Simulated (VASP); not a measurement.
Input of a VASP 6.6.1 run:

File POSCAR:

```
LiY3
1.0
   -2.0593681577      2.0593681577      4.4030969724
    2.0593681577     -2.0593681577      4.4030969724
    2.0593681577      2.0593681577     -4.4030969724
Y Li
3 1
Direct
    0.5000000000      0.5000000000      0.0000000000
    0.2500000000      0.7500000000      0.5000000000
    0.7500000000      0.2500000000      0.5000000000
    0.0000000000      0.0000000000      0.0000000000
```

Contents of INCAR.step1:

```
PREC = Accurate
ENCUT = 520
ISMEAR = -1
SIGMA = 0.05
LREAL = False
LASPH = True
NELM = 60
NBANDS = 26
GGA = PE
ALGO = Normal
EDIFF = 1E-4
LWAVE = True
LCHARG = False
```

INCAR.step2

```
PREC = Accurate
ENCUT = 520
EDIFF = 1E-7
ISMEAR = -1
SIGMA = 0.05
LREAL = False
LASPH = True
NELM = 60
ALGO = Normal
ISIF = 2
LWAVE = False
LCHARG = True
METAGGA = R2SCAN
LMIXTAU = True
LELF = True
LVHAR = True
NBANDS = 26
ISTART = 1
```

The input KPOINTS:

```
Automatic mesh
0
Gamma
  8 8 8
```

Potentials or basis: VASP PAW PBE potentials, release 64 (Y_sv, Li_sv).

Launch:

```bash
$ cat potpaw_PBE.64/Y_sv/POTCAR potpaw_PBE.64/Li_sv/POTCAR > POTCAR
$ cp INCAR.step1 INCAR
$ mpirun -np 1 vasp_std > vasp.out
$ cp INCAR.step2 INCAR
$ mpirun -np 1 vasp_std > vasp.out
```

**Question.** Predict the band gap on the k mesh.

**Answer.** Zero (bands 18 and 19 overlap by 1.85 eV).
